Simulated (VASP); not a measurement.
# Ru (Im-3m) in VASP: single point with PBEsol

Aim: the single point of Ru with PBEsol.

Everything below comes from runs of VASP 6.6.1. Logs are shortened: lines on timing, memory, paths and dates and some standing lists are left out, and cuts for length are marked.

## (1) The cell of the first run

It takes space group Im-3m (No. 229, cubic). The conventional cell has a = 3.019 Å, b = 3.019 Å, c = 3.019 Å, α = 90.00°, β = 90.00°, γ = 90.00°. Within 3.4 Å of Ru (site symmetry m-3m) lie 14 Ru at 2.61 to 3.02 Å.

## (2) Single point, PBEsol

File INCAR:

```
SYSTEM = Ru
ALGO = Normal
EDIFF = 1E-6
ENCUT = 500
GGA = PS
GGA_COMPAT = .False.
ISIF = 2
ISMEAR = 0
LASPH = .True.
LCHARG = .False.
LREAL = .False.
LWAVE = .False.
NBANDS = 13
NELM = 120
PREC = Accurate
SIGMA = 0.1
```

File KPOINTS:

```
k-points
0
Gamma
  30 30 30
  0 0 0
```

File POSCAR:

```
Ru
1.0
   -1.5092818654      1.5092818654      1.5092818654
    1.5092818654     -1.5092818654      1.5092818654
    1.5092818654      1.5092818654     -1.5092818654
Ru
1
Direct
    0.0000000000      0.0000000000      0.0000000000
```

Potentials or basis: VASP PAW PBE potentials, release 64 (Ru_pv).

Run with:

```sh
> cat potpaw_PBE.64/Ru_pv/POTCAR > POTCAR
> mpirun -np 1 vasp_std > vasp.out
```

OUTCAR:

```text
SYSTEM = Ru
   EDIFF = 1E-6
   ENCUT = 500
   GGA = PS
   ISIF = 2
   ISMEAR = 0
   LASPH = .True.
   LREAL = .False.
   NELM = 120
   PREC = Accurate

 ion  position               nearest neighbor table
   1  0.000  0.000  0.000-

  LATTYP: Found a body centered cubic cell.
 ALAT       =     3.0185637308

  Lattice vectors:

 A1 = (  -1.5092818654,   1.5092818654,   1.5092818654)
 A2 = (   1.5092818654,  -1.5092818654,   1.5092818654)
 A3 = (   1.5092818654,   1.5092818654,  -1.5092818654)

Analysis of symmetry for initial positions (statically):
=====================================================================
 Subroutine PRICEL returns:
 Original cell was already a primitive cell.

 Routine SETGRP: Setting up the symmetry group for a
 body centered cubic supercell.

 Subroutine GETGRP returns: Found 48 space group operations
 (whereof 48 operations were pure point group operations)
 out of a pool of 48 trial point group operations.

The static configuration has the point symmetry O_h .

Analysis of symmetry for dynamics (positions and initial velocities):
=====================================================================
 Subroutine PRICEL returns:
 Original cell was already a primitive cell.

 Routine SETGRP: Setting up the symmetry group for a
 body centered cubic supercell.

 Subroutine GETGRP returns: Found 48 space group operations
 (whereof 48 operations were pure point group operations)
 out of a pool of 48 trial point group operations.

The dynamic configuration has the point symmetry O_h .

 Subroutine INISYM returns: Found 48 space group operations
 (whereof 48 operations are pure point group operations),
 and found     1 'primitive' translations

----------------------------------------------------------------------------------------

                                     Primitive cell

  volume of cell :      13.7522

  direct lattice vectors                    reciprocal lattice vectors
    -1.509281865  1.509281865  1.509281865     0.000000000  0.331283381  0.331283381
     1.509281865 -1.509281865  1.509281865     0.331283381  0.000000000  0.331283381
     1.509281865  1.509281865 -1.509281865     0.331283381  0.331283381  0.000000000

  length of vectors
     2.614152874  2.614152874  2.614152874     0.468505451  0.468505451  0.468505451

  position of ions in fractional coordinates (direct lattice)
     0.000000000  0.000000000  0.000000000

  ion indices of the primitive-cell ions
   primitive index   ion index
                 1           1

----------------------------------------------------------------------------------------

 KPOINTS: k-points

Automatic generation of k-mesh.
 Grid dimensions read from file:
 generate k-points for:   30   30   30

 Generating k-lattice:

  Cartesian coordinates                     Fractional coordinates (reciprocal lattice)
     0.000000000  0.011042779  0.011042779     0.033333333  0.000000000  0.000000000
     0.011042779  0.000000000  0.011042779     0.000000000  0.033333333  0.000000000
     0.011042779  0.011042779  0.000000000     0.000000000  0.000000000  0.033333333

  Length of vectors
     0.015616848  0.015616848  0.015616848

  Shift w.r.t. Gamma in fractional coordinates (k-lattice)
     0.000000000  0.000000000  0.000000000

 Subroutine IBZKPT returns following result:
 ===========================================

 Found    752 irreducible k-points:

 Following reciprocal coordinates:
            Coordinates               Weight
  0.000000  0.000000  0.000000      1.000000
  0.033333  0.000000  0.000000     12.000000
  0.066667  0.000000  0.000000     12.000000
  0.100000  0.000000  0.000000     12.000000
  0.133333  0.000000  0.000000     12.000000
  0.166667  0.000000  0.000000     12.000000
[... 16 lines left out ...]
  0.233333  0.033333 -0.000000     48.000000
  0.266667  0.033333  0.000000     48.000000
 [... further k-points ...]
   k-points           NKPTS =    752   k-points in BZ     NKDIM =    752   number of bands    NBANDS=     13
   number of dos      NEDOS =    301   number of ions     NIONS =      1
   total plane-waves  NPLWV =   8000
   dimension x,y,z NGX =    20 NGY =   20 NGZ =   20
   dimension x,y,z NGXF=    40 NGYF=   40 NGZF=   40
   ions per type =               1
   NGX,Y,Z   is equivalent  to a cutoff of  12.72, 12.72, 12.72 a.u.
   NGXF,Y,Z  is equivalent  to a cutoff of  25.44, 25.44, 25.44 a.u.
 SYSTEM =  Ru
   PREC   = accura    normal or accurate (medium, high low for compatibility)
   ISTART =      0    job   : 0-new  1-cont  2-samecut
   ICHARG =      2    charge: 1-file 2-atom 10-const
   ISPIN  =      1    spin polarized calculation?
   LNONCOLLINEAR =      F non collinear calculations
   LSORBIT =      F    spin-orbit coupling
   LASPH  =      T    aspherical Exc in radial PAW
   ENCUT  =  500.0 eV  36.75 Ry    6.06 a.u.   4.77  4.77  4.77*2*pi/ulx,y,z
   NELM   =    120;   NELMIN=  2; NELMDL= -5     # of ELM steps
   EDIFF  = 0.1E-05   stopping-criterion for ELM
   LREAL  =      F    real-space projection
   EDIFFG = 0.1E-04   stopping-criterion for IOM
   NSW    =      0    number of steps for IOM
   IBRION =     -1    ionic relax: 0-MD 1-quasi-New 2-CG
   NFREE  =      0    steps in history (QN), initial steepest desc. (CG)
   ISIF   =      2    stress and relaxation
   ISYM   =      2    0-nonsym 1-usesym 2-fastsym
   POTIM  = 0.5000    time-step for ionic-motion
   TEBEG  =    0.0;   TEEND  =   0.0 temperature during run
   PSTRESS=    0.0 pullay stress
   NELECT =      14.0000    total number of electrons
   NUPDOWN=      -1.0000    fix difference up-down
   EMIN   =  10.00;   EMAX   =-10.00  energy-range for DOS
   EFERMI =   0.00;   METHOD = LEGACY
   ISMEAR =     0;   SIGMA  =   0.10  broadening in eV -4-tet -1-fermi 0-gaus
   EFERMI_NEDOS =   21; number of points for ismear=-14 and -15
   IALGO  =     38    algorithm
   IMIX   =      4    mixing-type and parameters
     AMIX     =   0.40;   BMIX     =  1.00
     AMIX_MAG =   1.60;   BMIX_MAG =  1.00
  volume/ion in A,a.u.               =      13.75        92.80
  Fermi-wavevector in a.u.,A,eV,Ry     =   1.646874  3.112141 36.901659  2.712195
  Thomas-Fermi vector in A             =   2.736429
   LORBIT       =      0    0 simple, 1 ext, 2 COOP (PROOUT), +10 PAW based schemes
   GGA     = PS    functional components
   LHFCALC =     F    Hartree Fock is set to
   AEXX    =    0.0000 exact exchange contribution
   IVDW    =     0    specifies the selected vdW correction
   LEPSILON=     F    determine dielectric tensor
   LRPA    =     F    only Hartree local field effects (RPA)
 non-spin polarized calculation
 Gauss-broadening in eV      SIGMA  =   0.10
  energy-cutoff  :      500.00
  volume of cell :       13.75
 maximum number of plane-waves:       370
   NGX =  9   NGY =  9   NGZ =  9

 number of electron      13.9999995 magnetization

 Free energy of the ion-electron system (eV)
  ---------------------------------------------------
  ext. energy  EPLUGINS =         0.00000000
  ---------------------------------------------------
  free energy    TOTEN  =        -9.51340454 eV

  energy without entropy =       -9.50415587  energy(sigma->0) =       -9.50878020

 E-fermi :  12.6271     XC(G=0): -14.1912

 val. band max:       12.6246467080   @ k =   0.1333   0.1000   0.0333
 cond. band min:      12.6299042354   @ k =   0.2000   0.1333   0.1333
 fundamental gap:      0.0052575274
 Fermi energy:        12.6271167265

 k-point     1 :       0.0000    0.0000    0.0000
  band No.  band energies     occupation
      1     -29.8901      2.00000
      2     -29.8901      2.00000
      3     -29.8901      2.00000
      4       4.4728      2.00000
      5       9.7539      2.00000
      6       9.7539      2.00000
      7       9.7539      2.00000
      8      12.5273      1.84185
      9      12.5273      1.84185
     10      23.0000      0.00000
     11      29.7459      0.00000
     12      29.7459      0.00000
     13      29.7459      0.00000

 k-point     2 :       0.0333    0.0000    0.0000
  band No.  band energies     occupation
      1     -29.9022      2.00000
      2     -29.8940      2.00000
      3     -29.8902      2.00000
      4       4.5230      2.00000
      5       9.7302      2.00000
      6       9.7526      2.00000
      7       9.7970      2.00000
      8      12.4946      1.93900
      9      12.5286      1.83625
     10      23.0000      0.00000
     11      29.7758      0.00000
     12      29.8073      0.00000
     13      29.8244      0.00000

 k-point     3 :       0.0667    0.0000    0.0000
  band No.  band energies     occupation
      1     -29.9377      2.00000
      2     -29.9053      2.00000
      3     -29.8903      2.00000
      4       4.6715      2.00000
      5       9.6612      2.00000
      6       9.7472      2.00000
      7       9.9258      2.00000
      8      12.4051      1.99831
      9      12.5330      1.81696
     10      23.0001      0.00000
     11      29.8560      0.00000
     12      29.9736      0.00000
     13      30.0572      0.00000
[... 305 lines left out ...]
 k-point    23 :       0.2333    0.0333   -0.0000
  band No.  band energies     occupation
      1     -30.4290      2.00000
      2     -30.0632      2.00000
      3     -29.8967      2.00000
      4       6.4790      2.00000
      5       8.7806      2.00000
      6       9.8022      2.00000
      7      11.9979      2.00000
      8      12.0767      2.00000
      9      12.7008      0.29734
     10      22.9996      0.00000
     11      29.1428      0.00000
     12      29.2127      0.00000
     13      33.5234      0.00000

 k-point    24 :       0.2667    0.0333    0.0000
  band No.  band energies     occupation
      1     -30.5352      2.00000
      2     -30.0994      2.00000
      3     -29.8972      2.00000
      4       6.6427      2.00000
      5       8.5998      2.00000
      6      10.1168      2.00000
      7      12.1045      2.00000
      8      12.6104      1.18728
      9      12.7580      0.06408
     10      22.9993      0.00000
     11      28.2570      0.00000
     12      28.6228      0.00000
     13      34.4054      0.00000

 [... further k-points ...]
[... 5 lines left out ...]
  --------------------------------------------------------------------------------------
  -------------------------------------------------------------------------------------
  Total       -0.0152496     -0.0152496     -0.0152496     -0.0000000      0.0000000      0.0000000
  in kB       -1.7766322     -1.7766322     -1.7766322     -0.0000000      0.0000000      0.0000000
  external PRESSURE =      -1.7766322 kB  Pullay stress =       0.0000000 kB

 VOLUME and BASIS-vectors are now :
 -----------------------------------------------------------------------------
  energy-cutoff  :      500.00
  volume of cell :       13.75
      direct lattice vectors                 reciprocal lattice vectors
    -1.509281865  1.509281865  1.509281865     0.000000000  0.331283381  0.331283381
     1.509281865 -1.509281865  1.509281865     0.331283381  0.000000000  0.331283381
     1.509281865  1.509281865 -1.509281865     0.331283381  0.331283381  0.000000000

 POSITION                                       TOTAL-FORCE (eV/Angst)
 -----------------------------------------------------------------------------------
      0.00000      0.00000      0.00000        -0.000000     -0.000000     -0.000000
 -----------------------------------------------------------------------------------
    total drift:                                0.000000     -0.000000      0.000000

  FREE ENERGIE OF THE ION-ELECTRON SYSTEM (eV)
  ---------------------------------------------------
  free  energy   TOTEN  =        -9.5134045368 eV

  energy  without entropy=       -9.5041558704  energy(sigma->0) =       -9.50878020
```

It took 50 s on 1 thread of Intel Xeon Platinum 8559C (Emerald Rapids), shared host; peak memory 0.22 GiB.

What came out:

| Item | Value |
| --- | --- |
| Free energy | -9.5134 eV |
| Pressure | -0.2 GPa |
| Band gap on the k mesh | zero (band 7 reaches 14.51 eV, above the bottom of band 8 at 10.74 eV) |

Levels at points of the mesh, in eV from the Fermi level:
| k point | band 3 | band 4 | band 5 | band 6 | band 7 | band 8 | band 9 | band 10 | band 11 | band 12 |
| --- | --- | --- | --- | --- | --- | --- | --- | --- | --- | --- |
| (0.00, 0.00, 0.00) | -42.52 | -8.15 | -2.87 | -2.87 | -2.87 | -0.10 | -0.10 | 10.37 | 17.12 | 17.12 |
| (0.50, 0.00, 0.00) | -42.52 | -6.33 | -4.67 | -0.11 | 0.38 | 1.14 | 2.51 | 10.28 | 10.48 | 13.59 |
| (0.50, 0.50, 0.50) | -43.25 | -6.43 | -6.43 | 1.88 | 1.88 | 1.88 | 9.35 | 9.35 | 9.35 | 10.37 |

Caveat: the PAW data sets were made with another functional, which shifts forces and pressure a little.
